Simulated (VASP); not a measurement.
# Cu (I4/mmm) in VASP: further runs

Cu is run at these levels: PBEsol, LDA; tasks: single point.

Everything below comes from runs of VASP 6.6.1. Logs are shortened: lines on timing, memory, paths and dates and some standing lists are left out, and cuts for length are marked.

## 1. The cell of the first run

It takes space group I4/mmm (No. 139, tetragonal). The conventional cell has a = 2.890 Å, b = 2.890 Å, c = 2.720 Å, α = 90.00°, β = 90.00°, γ = 90.00°. Cu (site symmetry 4/mmm) has 14 Cu at 2.45 to 2.89 Å within 3.2 Å.

## 2. Single point, PBEsol

Contents of INCAR:

```
PREC     = Accurate       # precision mode
ENCUT    = 820            # plane-wave cutoff, eV
EDIFF    = 1E-6           # SCF threshold, eV
ISMEAR   = 0              # smearing method
SIGMA    = 0.1            # smearing width, eV
LREAL    = F              # projectors in reciprocal space
LASPH    = T              # aspherical terms in the spheres
NELM     = 120            # most SCF steps
ALGO     = Normal         # electronic algorithm
ISIF     = 2              # what is computed and relaxed
LWAVE    = F              # write WAVECAR
LCHARG   = F              # write CHGCAR
GGA      = PS             # functional
NBANDS   = 16             # bands
GGA_COMPAT= F
```

Contents of KPOINTS:

```
Automatic mesh
0
Gamma
  20 20 20
```

Contents of POSCAR:

```
Cu
1.0
   -1.4450981619      1.4450981619      1.3599979151
    1.4450981619     -1.4450981619      1.3599979151
    1.4450981619      1.4450981619     -1.3599979151
Cu
1
Direct
    0.0000000000      0.0000000000      0.0000000000
```

Potentials or basis: VASP PAW PBE potentials, release 64 (Cu_sv_GW).

Started as:

```bash
cat potpaw_PBE.64/Cu_sv_GW/POTCAR > POTCAR
mpirun -np 1 vasp_std > vasp.out
```

OUTCAR:

```text
PREC = Accurate
   ENCUT = 820
   EDIFF = 1E-6
   ISMEAR = 0
   LREAL = F
   LASPH = T
   NELM = 120
   ISIF = 2
   GGA = PS

 ion  position               nearest neighbor table
   1  0.000  0.000  0.000-

  LATTYP: Found a body centered tetragonal cell.
 ALAT       =     2.8901963238
 C/A-ratio  =     0.9411110961

  Lattice vectors:

 A1 = (  -1.4450981619,   1.4450981619,   1.3599979151)
 A2 = (   1.4450981619,  -1.4450981619,   1.3599979151)
 A3 = (   1.4450981619,   1.4450981619,  -1.3599979151)

Analysis of symmetry for initial positions (statically):
=====================================================================
 Subroutine PRICEL returns:
 Original cell was already a primitive cell.

 Routine SETGRP: Setting up the symmetry group for a
 body centered tetragonal supercell.

 Subroutine GETGRP returns: Found 16 space group operations
 (whereof 16 operations were pure point group operations)
 out of a pool of 16 trial point group operations.

The static configuration has the point symmetry D_4h.

Analysis of symmetry for dynamics (positions and initial velocities):
=====================================================================
 Subroutine PRICEL returns:
 Original cell was already a primitive cell.

 Routine SETGRP: Setting up the symmetry group for a
 body centered tetragonal supercell.

 Subroutine GETGRP returns: Found 16 space group operations
 (whereof 16 operations were pure point group operations)
 out of a pool of 16 trial point group operations.

The dynamic configuration has the point symmetry D_4h.

 Subroutine INISYM returns: Found 16 space group operations
 (whereof 16 operations are pure point group operations),
 and found     1 'primitive' translations

----------------------------------------------------------------------------------------

                                     Primitive cell

  volume of cell :      11.3604

  direct lattice vectors                    reciprocal lattice vectors
    -1.445098162  1.445098162  1.359997915     0.000000000  0.345997257  0.367647622
     1.445098162 -1.445098162  1.359997915     0.345997257  0.000000000  0.367647622
     1.445098162  1.445098162 -1.359997915     0.345997257  0.345997257  0.000000000

  length of vectors
     2.454834358  2.454834358  2.454834358     0.504855302  0.504855302  0.489314013

  position of ions in fractional coordinates (direct lattice)
[... 74 lines left out ...]
   LASPH  =      T    aspherical Exc in radial PAW
   ENCUT  =  820.0 eV  60.27 Ry    7.76 a.u.   5.73  5.73  5.73*2*pi/ulx,y,z
   NELM   =    120;   NELMIN=  2; NELMDL= -5     # of ELM steps
   EDIFF  = 0.1E-05   stopping-criterion for ELM
   LREAL  =      F    real-space projection
   EDIFFG = 0.1E-04   stopping-criterion for IOM
   NSW    =      0    number of steps for IOM
   IBRION =     -1    ionic relax: 0-MD 1-quasi-New 2-CG
   NFREE  =      0    steps in history (QN), initial steepest desc. (CG)
   ISIF   =      2    stress and relaxation
   ISYM   =      2    0-nonsym 1-usesym 2-fastsym
   POTIM  = 0.5000    time-step for ionic-motion
   TEBEG  =    0.0;   TEEND  =   0.0 temperature during run
   PSTRESS=    0.0 pullay stress
   NELECT =      19.0000    total number of electrons
   NUPDOWN=      -1.0000    fix difference up-down
   EMIN   =  10.00;   EMAX   =-10.00  energy-range for DOS
   EFERMI =   0.00;   METHOD = LEGACY
   ISMEAR =     0;   SIGMA  =   0.10  broadening in eV -4-tet -1-fermi 0-gaus
   EFERMI_NEDOS =   21; number of points for ismear=-14 and -15
   IALGO  =     38    algorithm
   IMIX   =      4    mixing-type and parameters
     AMIX     =   0.40;   BMIX     =  1.00
     AMIX_MAG =   1.60;   BMIX_MAG =  1.00
  volume/ion in A,a.u.               =      11.36        76.66
  Fermi-wavevector in a.u.,A,eV,Ry     =   1.943249  3.672208 51.378532  3.776216
  Thomas-Fermi vector in A             =   2.972474
   LORBIT       =      0    0 simple, 1 ext, 2 COOP (PROOUT), +10 PAW based schemes
   GGA     = PS    functional components
   LHFCALC =     F    Hartree Fock is set to
   AEXX    =    0.0000 exact exchange contribution
   IVDW    =     0    specifies the selected vdW correction
   LEPSILON=     F    determine dielectric tensor
   LRPA    =     F    only Hartree local field effects (RPA)
 non-spin polarized calculation
 Gauss-broadening in eV      SIGMA  =   0.10
  energy-cutoff  :      820.00
  volume of cell :       11.36
 maximum number of plane-waves:       619
   NGX = 11   NGY = 11   NGZ = 11

 number of electron      19.0000000 magnetization

 Free energy of the ion-electron system (eV)
  ---------------------------------------------------
  ext. energy  EPLUGINS =         0.00000000
  ---------------------------------------------------
  free energy    TOTEN  =        -4.34809609 eV

  energy without entropy =       -4.34597125  energy(sigma->0) =       -4.34703367

 E-fermi :   7.8929     XC(G=0): -13.8038

 val. band max:        7.8804311116   @ k =   0.3500   0.1000   0.0500
 cond. band min:       7.8964886169   @ k =   0.5000   0.3000   0.0500
 fundamental gap:      0.0160575053
 Fermi energy:         7.8929304783

 k-point     1 :       0.0000    0.0000    0.0000
  band No.  band energies     occupation
      1    -104.4740      2.00000
      2     -61.9287      2.00000
      3     -61.9231      2.00000
      4     -61.9231      2.00000
      5      -1.8531      2.00000
      6       4.5153      2.00000
[... 433 lines left out ...]
      3     -61.9586      2.00000
      4     -61.9279      2.00000
      5       1.7376      2.00000
      6       4.0411      2.00000
[... 8 lines left out ...]
     15      33.4731      0.00000
     16      40.5676      0.00000

 [... further k-points ...]

------------------------ aborting loop because EDIFF is reached ----------------------------------------

  FORCE on cell =-STRESS in cart. coord.  units (eV):
  Direction    XX          YY          ZZ          XY          YZ          ZX
  --------------------------------------------------------------------------------------
  -------------------------------------------------------------------------------------
  Total       -0.0569742     -0.0569742     -0.0588731      0.0000000     -0.0000000      0.0000000
  in kB       -8.0351912     -8.0351912     -8.3029858      0.0000000     -0.0000000      0.0000000
  external PRESSURE =      -8.1244561 kB  Pullay stress =       0.0000000 kB

 VOLUME and BASIS-vectors are now :
 -----------------------------------------------------------------------------
  energy-cutoff  :      820.00
  volume of cell :       11.36
      direct lattice vectors                 reciprocal lattice vectors
    -1.445098162  1.445098162  1.359997915     0.000000000  0.345997257  0.367647622
     1.445098162 -1.445098162  1.359997915     0.345997257  0.000000000  0.367647622
     1.445098162  1.445098162 -1.359997915     0.345997257  0.345997257  0.000000000

 POSITION                                       TOTAL-FORCE (eV/Angst)
 -----------------------------------------------------------------------------------
      0.00000      0.00000      0.00000        -0.000000     -0.000000     -0.000000
 -----------------------------------------------------------------------------------
    total drift:                               -0.000000      0.000000      0.000000

  FREE ENERGIE OF THE ION-ELECTRON SYSTEM (eV)
  ---------------------------------------------------
  free  energy   TOTEN  =        -4.3480960896 eV

  energy  without entropy=       -4.3459712505  energy(sigma->0) =       -4.34703367
```

Wall time 1.8 min (1 thread of Intel Xeon Platinum 8259CL at 2.50GHz (Skylake/Cascade Lake), shared host); peak memory 0.38 GiB.

What came out:

* Free energy: -4.3481 eV
* Pressure: -0.8 GPa
* Band gap on the k mesh: zero (an odd number of electrons rules out a gap without spin polarisation)

Levels at points of the mesh, in eV from the Fermi level:
```
           k point  band 7  band 8  band 9  band 10  band 11  band 12  band 13  band 14
(0.00, 0.00, 0.00)   -3.12   -3.12   -2.28    -2.00    24.75    24.75    26.42    28.83
(0.50, 0.00, 0.00)   -2.15   -1.88   -1.33    -0.61     4.77    17.25    17.36    21.31
(0.50, 0.50, 0.00)   -2.36   -2.07   -1.36    -1.09     4.10    18.87    19.20    22.80
(0.50, 0.50, 0.50)   -1.54   -1.54   -1.47     7.50     7.50     9.89    13.29    13.99
```

Caveat: the PAW data sets were made with another functional, which shifts forces and pressure a little.

## 3. Single point, LDA

This run uses another cell than the first one, of 10.93 Å³/atom.

Contents of INCAR:

```
SYSTEM = Cu
  PREC = Accurate
  ENCUT = 820
  EDIFF = 1E-6
  ISMEAR = 0
  SIGMA = 0.1
  LREAL = .FALSE.
  LASPH = .TRUE.
  NELM = 120
  ALGO = Normal
  ISIF = 2
  LWAVE = .FALSE.
  LCHARG = .FALSE.
  NBANDS = 16
  GGA_COMPAT = .FALSE.
```

Contents of KPOINTS:

```
regular mesh
0
G
  20 20 20
  0 0 0
```

Contents of POSCAR:

```
Cu
1.0
   -1.4275050558      1.4275050558      1.3411793262
    1.4275050558     -1.4275050558      1.3411793262
    1.4275050558      1.4275050558     -1.3411793262
Cu
1
Direct
    0.0000000000      0.0000000000      0.0000000000
```

Potentials or basis: VASP PAW LDA potentials, release 64 (Cu_sv_GW).

Started as:

```bash
cat potpaw_LDA.64/Cu_sv_GW/POTCAR > POTCAR
mpirun -np 1 vasp_std > vasp.out
```

Run time: 55 s. Hardware: 1 thread of Intel Xeon 6975P-C (Granite Rapids), shared host; peak memory 0.36 GiB.

It converged, with:

```yaml
Free_energy: -4.8197 eV
Pressure: -0.8 GPa
Band_gap_on_the_k_mesh: zero (an odd number of electrons rules out a gap without spin polarisation)
```

Levels at points of the mesh, in eV from the Fermi level:
| k point | band 7 | band 8 | band 9 | band 10 | band 11 | band 12 | band 13 | band 14 |
| --- | --- | --- | --- | --- | --- | --- | --- | --- |
| (0.00, 0.00, 0.00) | -3.30 | -3.30 | -2.41 | -2.11 | 25.19 | 25.19 | 26.95 | 29.48 |
| (0.50, 0.00, 0.00) | -2.28 | -1.98 | -1.41 | -0.66 | 4.99 | 17.59 | 17.74 | 21.83 |
| (0.50, 0.50, 0.00) | -2.50 | -2.19 | -1.44 | -1.16 | 4.27 | 19.28 | 19.69 | 23.39 |
| (0.50, 0.50, 0.50) | -1.63 | -1.63 | -1.56 | 7.62 | 7.62 | 10.14 | 13.67 | 14.42 |
